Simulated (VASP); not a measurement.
Pt: single point with r2SCAN

The system is Pt.

```
CELL_PARAMETERS angstrom
0.00000 1.95904 1.95904
1.95904 0.00000 1.95904
1.95904 1.95904 0.00000
ATOMIC_POSITIONS crystal
Pt 0.00000 0.00000 0.00000
```

| Item | Value |
| --- | --- |
| Program | VASP 6.6.1 |
| Task | single point |
| Functional | r2SCAN |
| Potentials or basis | VASP PAW PBE potentials, release 64 (Pt) |
| Cutoff | 550 eV |
| k mesh | 18 × 18 × 18 |
| Occupations | gaussian, width 0.1 eV |
| Spin | no spin polarisation |

| Property | Result |
| --- | --- |
| Pressure | 5.6 GPa |
| Band gap on the k mesh | zero (bands 5 and 6 overlap by 2.39 eV) |

Levels at points of the mesh, in eV from the Fermi level:
```
           k point  band 2  band 3  band 4  band 5  band 6  band 7  band 8  band 9
(0.00, 0.00, 0.00)   -3.94   -3.94   -3.94   -1.76   -1.76   15.47   20.66   20.66
(0.50, 0.00, 0.00)   -4.04   -4.04   -0.32    0.02    0.02    6.18   15.12   19.98
(0.50, 0.50, 0.00)   -6.90   -0.06    0.52    0.52    1.94    9.38   12.03   12.03
```

It took 2.1 min on 1 thread of Intel Xeon 8259CL, on a shared host, peak memory 0.17 GiB.

Caveat: the cell stands under pressure; the PAW data sets were made with another functional, which shifts forces and pressure a little; spin-orbit coupling is left out, which moves the levels of the heavy elements.
